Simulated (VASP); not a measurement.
## Mg2Re: single point with PBE

Crystal: Mg2Re.

```xyz
6
Lattice="0.0000 3.6750 3.6750 3.6750 0.0000 3.6750 3.6750 3.6750 0.0000" Properties=species:S:1:pos:R:3 pbc="T T T"
Mg    0.9188    0.9188    0.9188
Mg    0.9188    2.7563    2.7563
Mg    2.7563    2.7563    0.9188
Mg    2.7563    0.9188    2.7563
Re    3.6750    3.6750    3.6750
Re    5.5125    5.5125    5.5125
```

```json
{
  "Program": "VASP 6.6.1",
  "Task": "single point",
  "Functional": "PBE",
  "Potentials or basis": "VASP PAW PBE potentials, release 64 (Mg, Re)",
  "Cutoff": "520 eV",
  "k mesh": "10 × 10 × 10",
  "Occupations": "gaussian, width 0.1 eV",
  "Spin": "no spin polarisation"
}
```

The pressure is 0.0 GPa and the band gap on the k mesh is zero (band 11 reaches 5.22 eV, above the bottom of band 12 at 4.50 eV).

Levels at points of the mesh, in eV from the Fermi level:
```
           k point  band 8  band 9  band 10  band 11  band 12  band 13  band 14  band 15
(0.00, 0.00, 0.00)   -1.94   -1.94    -0.92     0.59     0.59     0.61     3.45     3.45
(0.50, 0.00, 0.00)   -1.56   -0.99    -0.99    -0.04    -0.04     1.14     1.61     1.61
(0.50, 0.50, 0.00)   -1.51   -1.09    -1.09     0.04     0.04     0.07     0.07     1.59
```

Wall time 75 s on 1 thread of Intel(R) Xeon(R) Platinum 8559C (Emerald Rapids), with other jobs on the host, peak memory 0.28 GiB.

Caveat: spin-orbit coupling is left out, which moves the levels of the heavy elements.
